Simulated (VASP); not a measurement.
# WC (P1) in VASP: single point with PBE

Aim: the single point of WC with PBE.

Everything below comes from runs of VASP 6.6.1. Logs are shortened: lines on timing, memory, paths and dates and some standing lists are left out, and cuts for length are marked.

### Step 1. The cell of the first run

The typed cell holds 16 atoms: a = 5.950 Å, b = 5.153 Å, c = 5.830 Å, α = 90.00°, β = 90.00°, γ = 90.00°.

### Step 2. Single point, PBE

INCAR reads:

```
SYSTEM = WC
  PREC = Accurate
  ENCUT = 520
  EDIFF = 1E-7
  ISMEAR = -1
  SIGMA = 0.17
  LREAL = Auto
  LASPH = .True.
  NELM = 100
  ALGO = Normal
  ISIF = 2
  LWAVE = .False.
  LCHARG = .False.
  GGA = PE
  NBANDS = 86
```

KPOINTS reads:

```
Automatic mesh
0
Gamma
  2 2 2
  0 0 0
```

POSCAR reads:

```
WC
1.0
   -2.9751040000     -5.1530310000      0.0000000000
    4.4626550000     -2.5765150000      0.0000000000
    0.0000000000      0.0000000000      5.8300500000
W C
8 8
Direct
    0.7550431802      0.5273165830      0.0015780311
    0.7587017882      0.5364557029      0.5217965541
    0.4794744223      0.0039407643     -0.0055745663
    0.4930172001      0.0278931363      0.4883663090
    0.2222269235      0.5201047827      0.0108575398
    0.2173617204      0.5211412766      0.5000643219
   -0.0053777064      0.0279879946      0.0166893937
   -0.0125362340      0.0128854684      0.5099270161
    0.5027969407      0.6752422469      0.2590200770
    0.4789733198      0.6939356593      0.7449335769
    0.2555016770      0.1619986446      0.2581109939
    0.2315710158      0.1608790855      0.7387072152
   -0.0194566424      0.6912285322      0.2406840422
   -0.0087232344      0.7004232840      0.7674719771
    0.7603189147      0.1949350430      0.2560869975
    0.7290400637      0.1862725238      0.7410571093
```

Potentials or basis: VASP PAW PBE potentials, release 64 (W_sv, C).

Run with:

```sh
$ cat potpaw_PBE.64/W_sv/POTCAR potpaw_PBE.64/C/POTCAR > POTCAR
$ mpirun -np 1 vasp_std > vasp.out
```

OUTCAR:

```text
SYSTEM = WC
   PREC = Accurate
   ENCUT = 520
   EDIFF = 1E-7
   ISMEAR = -1
   LREAL = Auto
   LASPH = .True.
   NELM = 100
   ISIF = 2
   GGA = PE

 ion  position               nearest neighbor table
   1  0.755  0.527  0.002-  13 2.11  14 2.15   9 2.26  15 2.27  16 2.33  10 2.38   5 2.78   2 2.80
                             7 2.94   7 2.95   3 2.95   2 3.03   3 3.16   5 3.17
   2  0.759  0.536  0.522-  14 2.16  16 2.22  13 2.25  10 2.26   9 2.28  15 2.34   6 2.73   1 2.80
                             8 2.81   4 2.99   8 3.02   1 3.03   4 3.07   6 3.22
   3  0.479  0.004  0.994-  10 2.16  11 2.19  12 2.25   9 2.30  16 2.30  15 2.47   4 2.88   7 2.89
                             5 2.93   1 2.95   4 2.95   5 3.07   7 3.07   1 3.16
   4  0.493  0.028  0.488-  11 2.07  16 2.19  12 2.24   9 2.26  15 2.26  10 2.28   3 2.88   8 2.95
                             3 2.95   2 2.99   8 3.01   6 3.03   2 3.07   6 3.08
   5  0.222  0.520  0.011-  13 2.15  14 2.18   9 2.35  11 2.35  10 2.35  12 2.44   1 2.78   6 2.85
                             7 2.88   3 2.93   7 2.95   6 2.98   3 3.07   1 3.17
   6  0.217  0.521  0.500-  13 2.25  14 2.26  10 2.29  12 2.32  11 2.34   9 2.34   2 2.73   5 2.85
                             8 2.88   8 2.96   5 2.98   4 3.03   4 3.08   2 3.22
   7  0.995  0.028  0.017-  15 2.15  13 2.17  11 2.21  14 2.23  12 2.25  16 2.40   5 2.88   8 2.88
                             3 2.89   1 2.94   5 2.95   1 2.95   8 2.96   3 3.07
   8  0.987  0.013  0.510-  12 2.11  14 2.20  15 2.21  16 2.23  13 2.28  11 2.30   2 2.81   7 2.88
                             6 2.88   4 2.95   6 2.96   7 2.96   4 3.01   2 3.02
   9  0.503  0.675  0.259-   1 2.26   4 2.26   2 2.28   3 2.30   6 2.34   5 2.35
  10  0.479  0.694  0.745-   3 2.16   2 2.26   4 2.28   6 2.29   5 2.35   1 2.38
  11  0.256  0.162  0.258-   4 2.07   3 2.19   7 2.21   8 2.30   6 2.34   5 2.35
  12  0.232  0.161  0.739-   8 2.11   4 2.24   3 2.25   7 2.25   6 2.32   5 2.44
  13  0.981  0.691  0.241-   1 2.11   5 2.15   7 2.17   6 2.25   2 2.25   8 2.28
  14  0.991  0.700  0.767-   1 2.15   2 2.16   5 2.18   8 2.20   7 2.23   6 2.26
  15  0.760  0.195  0.256-   7 2.15   8 2.21   4 2.26   1 2.27   2 2.34   3 2.47
  16  0.729  0.186  0.741-   4 2.19   2 2.22   8 2.23   3 2.30   1 2.33   7 2.40

  LATTYP: Found a simple orthorhombic cell.
 ALAT       =     5.1530300983
 B/A-ratio  =     1.1313828735
 C/A-ratio  =     1.1547007564

  Lattice vectors:

 A1 = (   4.4626550000,  -2.5765150000,   0.0000000000)
 A2 = (   0.0000000000,   0.0000000000,   5.8300500000)
 A3 = (  -2.9751040000,  -5.1530310000,   0.0000000000)

Analysis of symmetry for initial positions (statically):
=====================================================================
 Subroutine PRICEL returns:
 Original cell was already a primitive cell.

 Routine SETGRP: Setting up the symmetry group for a
 simple orthorhombic supercell.

 Subroutine GETGRP returns: Found  1 space group operations
 (whereof  1 operations were pure point group operations)
 out of a pool of  8 trial point group operations.

The static configuration has the point symmetry C_1 .

Analysis of symmetry for dynamics (positions and initial velocities):
=====================================================================
 Subroutine PRICEL returns:
 Original cell was already a primitive cell.

 Routine SETGRP: Setting up the symmetry group for a
 simple orthorhombic supercell.

 Subroutine GETGRP returns: Found  1 space group operations
 (whereof  1 operations were pure point group operations)
 out of a pool of  8 trial point group operations.

The dynamic configuration has the point symmetry C_1 .

 Subroutine INISYM returns: Found  1 space group operations
 (whereof  1 operations are pure point group operations),
 and found     1 'primitive' translations

----------------------------------------------------------------------------------------

                                     Primitive cell

  volume of cell :     178.7587

  direct lattice vectors                    reciprocal lattice vectors
    -2.975104000 -5.153031000  0.000000000    -0.084030678 -0.145545407  0.000000000
     4.462655000 -2.576515000  0.000000000     0.168061388 -0.097030293  0.000000000
     0.000000000  0.000000000  5.830050000     0.000000000  0.000000000  0.171525116

  length of vectors
     5.950207752  5.153030098  5.830050000     0.168061359  0.194060578  0.171525116

  position of ions in fractional coordinates (direct lattice)
     0.755043180  0.527316583  0.001578031
     0.758701788  0.536455703  0.521796554
     0.479474422  0.003940764  0.994425434
     0.493017200  0.027893136  0.488366309
     0.222226924  0.520104783  0.010857540
     0.217361720  0.521141277  0.500064322
[... 8 lines left out ...]
     0.760318915  0.194935043  0.256086997
     0.729040064  0.186272524  0.741057109

  ion indices of the primitive-cell ions
   primitive index   ion index
                 1           1
                 2           2
                 3           3
                 4           4
                 5           5
                 6           6
[... 8 lines left out ...]
                15          15
                16          16

----------------------------------------------------------------------------------------

 KPOINTS: Automatic mesh

Automatic generation of k-mesh.
 Grid dimensions read from file:
 generate k-points for:    2    2    2

 Generating k-lattice:

  Cartesian coordinates                     Fractional coordinates (reciprocal lattice)
    -0.042015339 -0.072772704  0.000000000     0.500000000  0.000000000  0.000000000
     0.084030694 -0.048515147  0.000000000    -0.000000000  0.500000000  0.000000000
     0.000000000  0.000000000  0.085762558     0.000000000  0.000000000  0.500000000

  Length of vectors
     0.084030679  0.097030289  0.085762558

  Shift w.r.t. Gamma in fractional coordinates (k-lattice)
     0.000000000  0.000000000  0.000000000

 Subroutine IBZKPT returns following result:
 ===========================================

 Found      8 irreducible k-points:

 Following reciprocal coordinates:
            Coordinates               Weight
  0.000000  0.000000  0.000000      1.000000
  0.500000  0.000000  0.000000      1.000000
  0.000000  0.500000  0.000000      1.000000
  0.500000  0.500000  0.000000      1.000000
  0.000000  0.000000  0.500000      1.000000
  0.500000  0.000000  0.500000      1.000000
  0.000000  0.500000  0.500000      1.000000
  0.500000  0.500000  0.500000      1.000000
   k-points           NKPTS =      8   k-points in BZ     NKDIM =      8   number of bands    NBANDS=     86
   number of dos      NEDOS =    301   number of ions     NIONS =     16
   total plane-waves  NPLWV =  92160
   dimension x,y,z NGX =    48 NGY =   40 NGZ =   48
   dimension x,y,z NGXF=    96 NGYF=   80 NGZF=   96
   ions per type =               8   8
   NGX,Y,Z   is equivalent  to a cutoff of  13.41, 12.90, 13.69 a.u.
   NGXF,Y,Z  is equivalent  to a cutoff of  26.82, 25.81, 27.37 a.u.
 SYSTEM =  WC
   PREC   = accura    normal or accurate (medium, high low for compatibility)
   ISTART =      0    job   : 0-new  1-cont  2-samecut
   ICHARG =      2    charge: 1-file 2-atom 10-const
   ISPIN  =      1    spin polarized calculation?
   LNONCOLLINEAR =      F non collinear calculations
   LSORBIT =      F    spin-orbit coupling
   LASPH  =      T    aspherical Exc in radial PAW
   ENCUT  =  520.0 eV  38.22 Ry    6.18 a.u.  11.06  9.58 10.84*2*pi/ulx,y,z
   NELM   =    100;   NELMIN=  2; NELMDL= -5     # of ELM steps
   EDIFF  = 0.1E-06   stopping-criterion for ELM
   LREAL  =      T    real-space projection
   EDIFFG = 0.1E-05   stopping-criterion for IOM
   NSW    =      0    number of steps for IOM
   IBRION =     -1    ionic relax: 0-MD 1-quasi-New 2-CG
   NFREE  =      0    steps in history (QN), initial steepest desc. (CG)
   ISIF   =      2    stress and relaxation
   ISYM   =      2    0-nonsym 1-usesym 2-fastsym
   POTIM  = 0.5000    time-step for ionic-motion
   TEBEG  =    0.0;   TEEND  =   0.0 temperature during run
   PSTRESS=    0.0 pullay stress
   NELECT =     144.0000    total number of electrons
   NUPDOWN=      -1.0000    fix difference up-down
   EMIN   =  10.00;   EMAX   =-10.00  energy-range for DOS
   EFERMI =   0.00;   METHOD = LEGACY
   ISMEAR =    -1;   SIGMA  =   0.17  broadening in eV -4-tet -1-fermi 0-gaus
   EFERMI_NEDOS =   21; number of points for ismear=-14 and -15
   IALGO  =     38    algorithm
   IMIX   =      4    mixing-type and parameters
     AMIX     =   0.40;   BMIX     =  1.00
     AMIX_MAG =   1.60;   BMIX_MAG =  1.00
  volume/ion in A,a.u.               =      11.17        75.40
  Fermi-wavevector in a.u.,A,eV,Ry     =   1.523257  2.878539 31.569777  2.320313
  Thomas-Fermi vector in A             =   2.631725
   LORBIT       =      0    0 simple, 1 ext, 2 COOP (PROOUT), +10 PAW based schemes
   GGA     = PE    functional components
   LHFCALC =     F    Hartree Fock is set to
   AEXX    =    0.0000 exact exchange contribution
   IVDW    =     0    specifies the selected vdW correction
   LEPSILON=     F    determine dielectric tensor
   LRPA    =     F    only Hartree local field effects (RPA)
 non-spin polarized calculation
  energy-cutoff  :      520.00
  volume of cell :      178.76
 maximum number of plane-waves:      4849
 NGX is ok and might be reduce to    48
   NGX = 23   NGY = 19   NGZ = 21

 number of electron     144.0000003 magnetization

 Free energy of the ion-electron system (eV)
  ---------------------------------------------------
  ext. energy  EPLUGINS =         0.00000000
  ---------------------------------------------------
  free energy    TOTEN  =      -176.45012393 eV

  energy without entropy =     -176.04704235  energy(sigma->0) =     -176.24858314

 E-fermi :  10.4497     XC(G=0): -13.3778

 val. band max:       10.4031757268   @ k =   0.0000   0.0000   0.0000
 cond. band min:      10.4658838998   @ k =   0.5000   0.0000   0.5000
 fundamental gap:      0.0627081730
 Fermi energy:        10.4497343977

 k-point     1 :       0.0000    0.0000    0.0000
  band No.  band energies     occupation
      1     -64.1056      2.00000
      2     -64.0648      2.00000
      3     -64.0438      2.00000
      4     -64.0237      2.00000
      5     -64.0164      2.00000
      6     -64.0103      2.00000
[... 76 lines left out ...]
     83      13.8571      0.00000
     84      13.9706      0.00000

 k-point     2 :       0.5000    0.0000    0.0000
  band No.  band energies     occupation
      1     -64.1020      2.00000
      2     -64.0657      2.00000
      3     -64.0392      2.00000
      4     -64.0264      2.00000
      5     -64.0220      2.00000
      6     -64.0083      2.00000
[... 511 lines left out ...]
     83      13.5666      0.00000
     84      13.6931      0.00000

 k-point     8 :       0.5000    0.5000    0.5000
  band No.  band energies     occupation
      1     -64.0974      2.00000
      2     -64.0506      2.00000
      3     -64.0430      2.00000
      4     -64.0264      2.00000
      5     -64.0238      2.00000
      6     -64.0074      2.00000
[... 76 lines left out ...]
     83      13.5704      0.00000
     84      13.7823      0.00000
 [bands above 84 left out]

------------------------ aborting loop because EDIFF is reached ----------------------------------------

  FORCE on cell =-STRESS in cart. coord.  units (eV):
  Direction    XX          YY          ZZ          XY          YZ          ZX
  --------------------------------------------------------------------------------------
  -------------------------------------------------------------------------------------
  Total      -13.1321308    -11.8801839    -21.9880005      0.9129103     -1.5714160     -0.1563374
  in kB     -117.7006048   -106.4796604   -197.0739547      8.1822281    -14.0842803     -1.4012201
  external PRESSURE =    -140.4180733 kB  Pullay stress =       0.0000000 kB

 VOLUME and BASIS-vectors are now :
 -----------------------------------------------------------------------------
  energy-cutoff  :      520.00
  volume of cell :      178.76
      direct lattice vectors                 reciprocal lattice vectors
    -2.975104000 -5.153031000  0.000000000    -0.084030678 -0.145545407  0.000000000
     4.462655000 -2.576515000  0.000000000     0.168061388 -0.097030293  0.000000000
     0.000000000  0.000000000  5.830050000     0.000000000  0.000000000  0.171525116

 POSITION                                       TOTAL-FORCE (eV/Angst)
 -----------------------------------------------------------------------------------
      0.10690     -5.24940      0.00920         0.709125      3.283898      0.688627
      0.13680     -5.29180      3.04210         0.010143      3.666659     -2.381840
     -1.40890     -2.48090      5.79755         0.666571     -1.933960      0.513231
     -1.34230     -2.61240      2.84720        -1.205175      0.474920      1.927498
      1.65990     -2.48520      0.06330        -1.762578     -2.439055     -0.805130
      1.67900     -2.46280      2.91540        -2.047555     -2.565711      0.664961
[... 8 lines left out ...]
     -1.39210     -4.42020      1.49300         0.478937      1.015291     -0.067774
     -1.33770     -4.23670      4.32040        -0.100268     -0.621324      1.064018
 -----------------------------------------------------------------------------------
    total drift:                                0.005263      0.028344     -0.001744

  FREE ENERGIE OF THE ION-ELECTRON SYSTEM (eV)
  ---------------------------------------------------
  free  energy   TOTEN  =      -176.4501239339 eV

  energy  without entropy=     -176.0470423483  energy(sigma->0) =     -176.24858314
```

Run time: 3 min. Hardware: 1 thread of AMD EPYC 9R45 (Zen 5), shared host; peak memory 0.3 GiB.

Results:

- Free energy: -176.4501 eV
- Pressure: -14.0 GPa
- Largest force: 4.372 eV/Å
- Band gap on the k mesh: zero (band 72 reaches 10.51 eV, above the bottom of band 73 at 10.40 eV)

Forces on the atoms (eV/Å):
```
W    0.709  3.284  0.689
W    0.010  3.667 -2.382
W    0.667 -1.934  0.513
W   -1.205  0.475  1.927
W   -1.763 -2.439 -0.805
W   -2.048 -2.566  0.665
W   -0.248  0.781 -1.686
W    1.049 -0.829 -0.690
C    0.953  0.312 -0.481
C   -0.607  0.113  0.284
C    2.067  0.558 -0.795
C    1.233 -1.256  0.915
C   -0.657 -0.893  1.423
C   -0.538  0.333 -0.574
C    0.479  1.015 -0.068
C   -0.100 -0.621  1.064
```

Levels at points of the mesh, in eV from the Fermi level:
```csv
k point,band 69,band 70,band 71,band 72,band 73,band 74,band 75,band 76
"(0.00, 0.00, 0.00)",-0.89,-0.65,-0.53,-0.24,-0.05,0.70,0.86,1.33
"(0.50, 0.00, 0.00)",-1.15,-0.82,-0.39,0.06,0.10,0.39,0.76,0.89
"(0.00, 0.50, 0.00)",-0.84,-0.63,-0.37,-0.17,0.71,1.24,1.59,1.66
"(0.50, 0.50, 0.00)",-1.66,-1.45,-1.22,-1.19,1.21,1.27,1.43,1.60
"(0.00, 0.00, 0.50)",-1.27,-1.21,-0.08,0.05,0.23,0.28,0.55,0.66
"(0.50, 0.00, 0.50)",-1.29,-1.25,-1.00,-0.89,0.02,0.23,0.50,0.63
"(0.00, 0.50, 0.50)",-1.54,-1.41,-1.27,-1.13,0.65,0.71,0.90,0.92
"(0.50, 0.50, 0.50)",-1.64,-1.55,-1.37,-1.18,0.63,1.04,1.18,1.36
```

Caveat: the k points lie up to 0.61 Å⁻¹ apart; spin-orbit coupling is left out, which moves the levels of the heavy elements; forces of over 1 eV/Å act on the atoms, so gaps and moduli don't describe the material at rest.
